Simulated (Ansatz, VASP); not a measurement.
# Two plane-wave programs on Y2TaN3

```
Y Ta N
1.0
     4.14483    0.00000    0.00000
    -2.07241    3.58953    0.00000
     0.00000    0.00000    9.17510
Y Ta N
2 1 3
Direct
  0.00000 0.00000 0.82515
  0.00000 0.00000 0.17485
  0.00000 0.00000 0.50000
  0.50000 0.00000 0.50000
  0.00000 0.50000 0.50000
  0.50000 0.50000 0.50000
```

Alike in both runs: functional PBE; k mesh 6 × 6 × 4; occupations gaussian, width 0.1 eV; no spin polarisation.

Ansatz relaxed the structure, and its values are those at the end. VASP's run is a single point on that final structure, the one shown.

|  | VASP | Ansatz |
| --- | --- | --- |
| version | VASP 6.6.1 | Ansatz 0.2.0 |
| potentials or method | VASP PAW PBE potentials, release 64 (Y_sv, Ta_pv, N), cutoff 520 eV | scalar-relativistic, plane waves, PAW |
| valence electrons in the cell | 48 | 50 |

|  | VASP | Ansatz | Ansatz less VASP |
| --- | --- | --- | --- |
| gap on the k mesh at the Fermi level (eV) | none | none | - |
| pressure (GPa) | 0.2 | 0.0 | -0.15 |
| rms of the force components (eV/Å) | 0.006 | 0.005 | -0.0017 |

A gap of «none» marks a metal or a gap that the smearing closes. The functional is the same, so the differences come from potentials, cutoffs and numerics. VASP's potentials hold 48 valence electrons a cell and Ansatz's 50, so a difference there can come from the potentials and not from the codes.

Spin-orbit coupling is off throughout.
